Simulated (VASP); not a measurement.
# ScAl2 (R-3m) in VASP: further runs

ScAl2 is run at these levels: PBEsol; tasks: single point.

Program: VASP 6.6.1. These are calculated values, not measurements. Logs are shortened: lines on timing, memory, paths and dates and some standing lists are left out, and cuts for length are marked.

**1. The cell of the first run**

Symmetry: R-3m, No. 166, trigonal system. The conventional cell has a = 5.216 Å, b = 5.216 Å, c = 13.193 Å, α = 90.00°, β = 90.00°, γ = 120.00°. Sc (site symmetry 3m) has 12 Al at 3.06 to 3.13 Å and 4 Sc at 3.21 to 3.30 Å within 4.0 Å. Within 3.4 Å of Al (site symmetry 2/m) lie 6 Al at 2.61 to 2.66 Å and 6 Sc at 3.09 to 3.13 Å. Al (site symmetry -3m) has 6 Al at 2.66 Å and 6 Sc at 3.06 Å within 3.5 Å.

**2. Single point, PBEsol (biaxial strain in the a-b plane: -2.0 %)**

The input, INCAR:

```
  PREC = Accurate
  ENCUT = 520
  EDIFF = 1E-7
  ISMEAR = 0
  SIGMA = 0.1
  LREAL = False
  LASPH = True
  NELM = 60
  ALGO = Fast
  ISIF = 2
  LWAVE = False
  LCHARG = True
  GGA = PS
  LELF = True
  LVHAR = True
  NBANDS = 26
```

The input, KPOINTS:

```
Automatic mesh
0
Gamma
  8 8 8
```

The input, POSCAR:

```
ScAl2
1.0
    0.0000000000      3.6881343720      3.6881343720
    3.6881343720      0.0000000000      3.6881343720
    3.7684202903      3.7684202903     -0.0802859183
Sc Al
2 4
Direct
    0.5000000000      0.5000000000      0.5000000000
    0.7500000000      0.7500000000      0.7500000000
    0.1250000000      0.1250000000      0.1250000000
    0.6250000000      0.1250000000      0.1250000000
    0.1250000000      0.6250000000      0.1250000000
    0.1250000000      0.1250000000      0.6250000000
```

Potentials or basis: VASP PAW PBE potentials, release 64 (Sc_sv, Al).

Command:

```console
$ cat potpaw_PBE.64/Sc_sv/POTCAR potpaw_PBE.64/Al/POTCAR > POTCAR
$ mpirun -np 1 vasp_std > vasp.out
```

OUTCAR:

```text
PREC = Accurate
   ENCUT = 520
   EDIFF = 1E-7
   ISMEAR = 0
   LREAL = False
   LASPH = True
   NELM = 60
   ISIF = 2
   GGA = PS

 ion  position               nearest neighbor table
   1  0.500  0.500  0.500-   6 3.06   6 3.06   6 3.06   5 3.09   4 3.09   3 3.09   4 3.09   5 3.09
                             3 3.09   3 3.13   5 3.13   4 3.13   2 3.21   2 3.21   2 3.21   2 3.30
   2  0.750  0.750  0.750-   6 3.06   6 3.06   6 3.06   5 3.09   4 3.09   4 3.09   3 3.09   3 3.09
                             5 3.09   3 3.13   4 3.13   5 3.13   1 3.21   1 3.21   1 3.21   1 3.30
   3  0.125  0.125  0.125-   4 2.61   5 2.61   5 2.61   4 2.61   6 2.66   6 2.66   1 3.09   2 3.09
                             1 3.09   2 3.09   1 3.13   2 3.13
   4  0.625  0.125  0.125-   3 2.61   5 2.61   3 2.61   5 2.61   6 2.66   6 2.66   2 3.09   1 3.09
                             2 3.09   1 3.09   2 3.13   1 3.13
   5  0.125  0.625  0.125-   3 2.61   3 2.61   4 2.61   4 2.61   6 2.66   6 2.66   1 3.09   2 3.09
                             2 3.09   1 3.09   2 3.13   1 3.13
   6  0.125  0.125  0.625-   3 2.66   3 2.66   4 2.66   5 2.66   5 2.66   4 2.66   1 3.06   2 3.06
                             1 3.06   2 3.06   1 3.06   2 3.06

  LATTYP: Found a trigonal (rhomboedric) cell.
 ALAT       =     5.3299557969
 COS(alpha) =     0.5211866435

  Lattice vectors:

 A1 = (   3.7684202903,   0.0802859183,  -3.7684202903)
 A2 = (   0.0802859183,   3.7684202903,  -3.7684202903)
 A3 = (   3.7684202903,   3.7684202903,  -0.0802859183)

Analysis of symmetry for initial positions (statically):
=====================================================================
 Subroutine PRICEL returns:
 Original cell was already a primitive cell.

 Routine SETGRP: Setting up the symmetry group for a
 trigonal (rhombohedral) supercell.

 Subroutine GETGRP returns: Found 12 space group operations
 (whereof  6 operations were pure point group operations)
 out of a pool of 12 trial point group operations.

The static configuration has the point symmetry C_3v.
 The point group associated with its full space group is D_3d.

Analysis of symmetry for dynamics (positions and initial velocities):
=====================================================================
 Subroutine PRICEL returns:
 Original cell was already a primitive cell.

 Routine SETGRP: Setting up the symmetry group for a
 trigonal (rhombohedral) supercell.

 Subroutine GETGRP returns: Found 12 space group operations
 (whereof  6 operations were pure point group operations)
 out of a pool of 12 trial point group operations.

The dynamic configuration has the point symmetry C_3v.
 The point group associated with its full space group is D_3d.

 Subroutine INISYM returns: Found 12 space group operations
 (whereof  6 operations are pure point group operations),
 and found     1 'primitive' translations

----------------------------------------------------------------------------------------

                                     Primitive cell

  volume of cell :     103.6107

  direct lattice vectors                    reciprocal lattice vectors
     0.000000000  3.688134372  3.688134372    -0.134140966  0.136998830  0.134140966
     3.688134372  0.000000000  3.688134372     0.136998830 -0.134140966  0.134140966
     3.768420290  3.768420290 -0.080285918     0.131283103  0.131283103 -0.131283103

  length of vectors
     5.215809649  5.215809649  5.329955797     0.234000592  0.234000592  0.227389004

  position of ions in fractional coordinates (direct lattice)
     0.500000000  0.500000000  0.500000000
     0.750000000  0.750000000  0.750000000
     0.125000000  0.125000000  0.125000000
     0.625000000  0.125000000  0.125000000
     0.125000000  0.625000000  0.125000000
     0.125000000  0.125000000  0.625000000

  ion indices of the primitive-cell ions
   primitive index   ion index
                 1           1
                 2           2
                 3           3
                 4           4
                 5           5
                 6           6

----------------------------------------------------------------------------------------

 KPOINTS: Automatic mesh

Automatic generation of k-mesh.
 Grid dimensions read from file:
 generate k-points for:    8    8    8

 Generating k-lattice:

  Cartesian coordinates                     Fractional coordinates (reciprocal lattice)
    -0.016767621  0.017124854  0.016767621     0.125000000  0.000000000 -0.000000000
     0.017124854 -0.016767621  0.016767621     0.000000000  0.125000000 -0.000000000
     0.016410388  0.016410388 -0.016410388     0.000000000  0.000000000  0.125000000

  Length of vectors
     0.029250074  0.029250074  0.028423625

  Shift w.r.t. Gamma in fractional coordinates (k-lattice)
     0.000000000  0.000000000  0.000000000

 Subroutine IBZKPT returns following result:
 ===========================================

 Found     65 irreducible k-points:

 Following reciprocal coordinates:
            Coordinates               Weight
  0.000000  0.000000  0.000000      1.000000
  0.125000  0.000000 -0.000000      6.000000
  0.250000  0.000000 -0.000000      6.000000
  0.375000  0.000000  0.000000      6.000000
  0.500000  0.000000 -0.000000      3.000000
  0.125000  0.125000 -0.000000      6.000000
[... 16 lines left out ...]
  0.250000  0.000000  0.125000      6.000000
  0.375000  0.000000  0.125000      6.000000
 [... further k-points ...]
   k-points           NKPTS =     65   k-points in BZ     NKDIM =     65   number of bands    NBANDS=     26
   number of dos      NEDOS =    301   number of ions     NIONS =      6
   total plane-waves  NPLWV =  64000
   dimension x,y,z NGX =    40 NGY =   40 NGZ =   40
   dimension x,y,z NGXF=    80 NGYF=   80 NGZF=   80
   ions per type =               2   4
   NGX,Y,Z   is equivalent  to a cutoff of  12.75, 12.75, 12.48 a.u.
   NGXF,Y,Z  is equivalent  to a cutoff of  25.50, 25.50, 24.95 a.u.
 SYSTEM =  unknown system
   PREC   = accura    normal or accurate (medium, high low for compatibility)
   ISTART =      0    job   : 0-new  1-cont  2-samecut
   ICHARG =      2    charge: 1-file 2-atom 10-const
   ISPIN  =      1    spin polarized calculation?
   LNONCOLLINEAR =      F non collinear calculations
   LSORBIT =      F    spin-orbit coupling
   LASPH  =      T    aspherical Exc in radial PAW
   ENCUT  =  520.0 eV  38.22 Ry    6.18 a.u.   9.70  9.70  9.91*2*pi/ulx,y,z
   NELM   =     60;   NELMIN=  2; NELMDL= -5     # of ELM steps
   EDIFF  = 0.1E-06   stopping-criterion for ELM
   LREAL  =      F    real-space projection
   EDIFFG = 0.1E-05   stopping-criterion for IOM
   NSW    =      0    number of steps for IOM
   IBRION =     -1    ionic relax: 0-MD 1-quasi-New 2-CG
   NFREE  =      0    steps in history (QN), initial steepest desc. (CG)
   ISIF   =      2    stress and relaxation
   ISYM   =      2    0-nonsym 1-usesym 2-fastsym
   POTIM  = 0.5000    time-step for ionic-motion
   TEBEG  =    0.0;   TEEND  =   0.0 temperature during run
   PSTRESS=    0.0 pullay stress
   NELECT =      34.0000    total number of electrons
   NUPDOWN=      -1.0000    fix difference up-down
   EMIN   =  10.00;   EMAX   =-10.00  energy-range for DOS
   EFERMI =   0.00;   METHOD = LEGACY
   ISMEAR =     0;   SIGMA  =   0.10  broadening in eV -4-tet -1-fermi 0-gaus
   EFERMI_NEDOS =   21; number of points for ismear=-14 and -15
   IALGO  =     68    algorithm
   IMIX   =      4    mixing-type and parameters
     AMIX     =   0.40;   BMIX     =  1.00
     AMIX_MAG =   1.60;   BMIX_MAG =  1.00
  volume/ion in A,a.u.               =      17.27       116.53
  Fermi-wavevector in a.u.,A,eV,Ry     =   1.129188  2.133856 17.348320  1.275066
  Thomas-Fermi vector in A             =   2.265881
   LORBIT       =      0    0 simple, 1 ext, 2 COOP (PROOUT), +10 PAW based schemes
   GGA     = PS    functional components
   LHFCALC =     F    Hartree Fock is set to
   AEXX    =    0.0000 exact exchange contribution
   IVDW    =     0    specifies the selected vdW correction
   LEPSILON=     F    determine dielectric tensor
   LRPA    =     F    only Hartree local field effects (RPA)
 non-spin polarized calculation
 RMM-DIIS sequential band-by-band and
 Gauss-broadening in eV      SIGMA  =   0.10
  energy-cutoff  :      520.00
  volume of cell :      103.61
 maximum number of plane-waves:      2821
   NGX = 19   NGY = 19   NGZ = 19

 number of electron      34.0000004 magnetization

 Free energy of the ion-electron system (eV)
  ---------------------------------------------------
  ext. energy  EPLUGINS =         0.00000000
  ---------------------------------------------------
  free energy    TOTEN  =       -32.45171596 eV

  energy without entropy =      -32.42811871  energy(sigma->0) =      -32.43991733

 E-fermi :   6.7635     XC(G=0): -10.5639

 val. band max:        6.7622996597   @ k =   0.5000   0.3750   0.1250
 cond. band min:       6.7670007406   @ k =   0.5000   0.2500  -0.0000
 fundamental gap:      0.0047010809
 Fermi energy:         6.7634555236

 k-point     1 :       0.0000    0.0000    0.0000
  band No.  band energies     occupation
      1     -42.2173      2.00000
      2     -42.1690      2.00000
      3     -21.0153      2.00000
      4     -21.0153      2.00000
      5     -20.9976      2.00000
      6     -20.8919      2.00000
[... 18 lines left out ...]
     25      10.3433      0.00000
     26      10.3537      0.00000

 k-point     2 :       0.1250    0.0000   -0.0000
  band No.  band energies     occupation
      1     -42.2159      2.00000
      2     -42.1704      2.00000
      3     -21.0179      2.00000
      4     -21.0157      2.00000
      5     -21.0001      2.00000
      6     -20.8896      2.00000
[... 18 lines left out ...]
     25      10.1129      0.00000
     26      10.1624      0.00000

 k-point     3 :       0.2500    0.0000   -0.0000
  band No.  band energies     occupation
      1     -42.2120      2.00000
      2     -42.1743      2.00000
      3     -21.0239      2.00000
      4     -21.0167      2.00000
      5     -21.0061      2.00000
      6     -20.8853      2.00000
[... 572 lines left out ...]
 k-point    23 :       0.2500    0.0000    0.1250
  band No.  band energies     occupation
      1     -42.2121      2.00000
      2     -42.1741      2.00000
      3     -21.0263      2.00000
      4     -21.0175      2.00000
      5     -21.0010      2.00000
      6     -20.8926      2.00000
[... 18 lines left out ...]
     25       9.9070      0.00000
     26       9.9320      0.00000

 k-point    24 :       0.3750    0.0000    0.1250
  band No.  band energies     occupation
      1     -42.2072      2.00000
      2     -42.1790      2.00000
      3     -21.0317      2.00000
      4     -21.0232      2.00000
      5     -21.0011      2.00000
      6     -20.8945      2.00000
[... 18 lines left out ...]
     25      10.0112      0.00000
     26      10.0263      0.00000

 [... further k-points ...]
[... 5 lines left out ...]
  --------------------------------------------------------------------------------------
  -------------------------------------------------------------------------------------
  Total        1.9611504      1.9611504      1.9611504     -1.0104773      1.0104773      1.0104773
  in kB       30.3261198     30.3261198     30.3261198    -15.6254483     15.6254483     15.6254483
  external PRESSURE =      30.3261198 kB  Pullay stress =       0.0000000 kB

 VOLUME and BASIS-vectors are now :
 -----------------------------------------------------------------------------
  energy-cutoff  :      520.00
  volume of cell :      103.61
      direct lattice vectors                 reciprocal lattice vectors
     0.000000000  3.688134372  3.688134372    -0.134140966  0.136998830  0.134140966
     3.688134372  0.000000000  3.688134372     0.136998830 -0.134140966  0.134140966
     3.768420290  3.768420290 -0.080285918     0.131283103  0.131283103 -0.131283103

 POSITION                                       TOTAL-FORCE (eV/Angst)
 -----------------------------------------------------------------------------------
      3.72828      3.72828      3.64799        -0.032448     -0.032448      0.032448
      5.59242      5.59242      5.47199         0.032448      0.032448     -0.032448
      0.93207      0.93207      0.91200         0.000000      0.000000      0.000000
      0.93207      2.77614      2.75607         0.000000      0.000000      0.000000
      2.77614      0.93207      2.75607         0.000000      0.000000      0.000000
      2.81628      2.81628      0.87185         0.000000      0.000000      0.000000
 -----------------------------------------------------------------------------------
    total drift:                               -0.000000     -0.000000      0.000000

  FREE ENERGIE OF THE ION-ELECTRON SYSTEM (eV)
  ---------------------------------------------------
  free  energy   TOTEN  =       -32.4517159623 eV

  energy  without entropy=      -32.4281187061  energy(sigma->0) =      -32.43991733
```

Run time: 5.3 min. Hardware: 1 thread of Intel Xeon Platinum 8259CL at 2.50GHz (Skylake/Cascade Lake), shared host; peak memory 0.34 GiB.

Results:

```
Free energy            : -32.4517 eV
Pressure               : 3.0 GPa
Largest force          : 0.056 eV/Å
Band gap on the k mesh : zero (band 17 reaches 7.42 eV, above the bottom of band 18 at 5.01 eV)
```

Forces on the atoms (eV/Å):
```
Sc  -0.032 -0.032  0.032
Sc   0.032  0.032 -0.032
Al   0.000  0.000  0.000
Al   0.000  0.000  0.000
Al   0.000  0.000  0.000
Al   0.000  0.000  0.000
```

Stress tensor (GPa, compression positive):
```
 3.03 -1.56  1.56
-1.56  3.03  1.56
 1.56  1.56  3.03
```

Levels at points of the mesh, in eV from the Fermi level:
```tsv
k point	band 14	band 15	band 16	band 17	band 18	band 19	band 20	band 21
(0.00, 0.00, 0.00)	-2.48	-2.32	-2.32	-1.75	-1.75	0.40	2.22	2.25
(0.50, 0.00, 0.00)	-2.00	-1.79	-0.36	-0.21	-0.06	1.63	1.78	2.03
(0.50, 0.50, 0.00)	-3.57	0.24	0.27	0.66	0.69	0.80	0.87	1.09
(0.00, 0.00, 0.50)	-1.83	-1.83	-0.33	-0.15	-0.15	1.70	1.70	1.97
```

Caveat: the cell differs from its parent crystal (biaxial strain in the a-b plane: -2.0 %); the PAW data sets were made with another functional, which shifts forces and pressure a little.

(Part 1 of 2 ends here.)
